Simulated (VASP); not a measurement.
A run of VASP 6.6.1 is set up as follows.

INCAR

```
SYSTEM = TiC
ALGO = Normal
EDIFF = 1E-6
EDIFFG = -0.005
ENCUT = 600
GGA = PE
IBRION = 2
ISIF = 3
ISMEAR = -1
LASPH = .TRUE.
LCHARG = .FALSE.
LREAL = .FALSE.
LWAVE = .FALSE.
NELM = 60
NSW = 100
PREC = Accurate
SIGMA = 0.05
```

Contents of KPOINTS:

```
k-points
0
G
  15 15 15
  0 0 0
```

POSCAR

```
TiC
1.0
    0.0000000000      2.3476622039      2.3476622039
    2.3476622039      0.0000000000      2.3476622039
    2.3476622039      2.3476622039      0.0000000000
Ti C
1 1
Direct
    0.0000000000      0.0000000000      0.0000000000
    0.2500000000      0.2500000000      0.2500000000
```

Potentials or basis: VASP PAW PBE potentials, release 64 (Ti_sv, C).

Launch:

```bash
$ cat potpaw_PBE.64/Ti_sv/POTCAR potpaw_PBE.64/C/POTCAR > POTCAR
$ mpirun -np 1 vasp_std > vasp.out
```

Problem. Predict the relaxed volume.

Solution. 13.22 Å³/atom.

Problem. Estimate the relaxed cell.

Solution. a = 3.344 Å, b = 3.344 Å, c = 3.344 Å, α = 60.00°, β = 60.00°, γ = 60.00°.

Problem. Predict the band gap on the k mesh.

Solution. 0.57 eV.

Problem. What does it give for the space group after relaxing (to 0.1 Å)?

Solution. F-43m (No. 216).

Step by step:
| step | energy change (eV) | largest force (eV/Å) | pressure (GPa) | volume (Å³) |
| --- | --- | --- | --- | --- |
| 1 | 0.0000 | 0.0000 | 3.66 | 25.88 |
| 2 | -0.0003 | 0.0000 | -3.29 | 27.00 |
| 3 | -0.0062 | 0.0000 | -0.03 | 26.44 |

Caveat: an odd mesh through Γ misses points on the zone boundary, where band edges can lie.
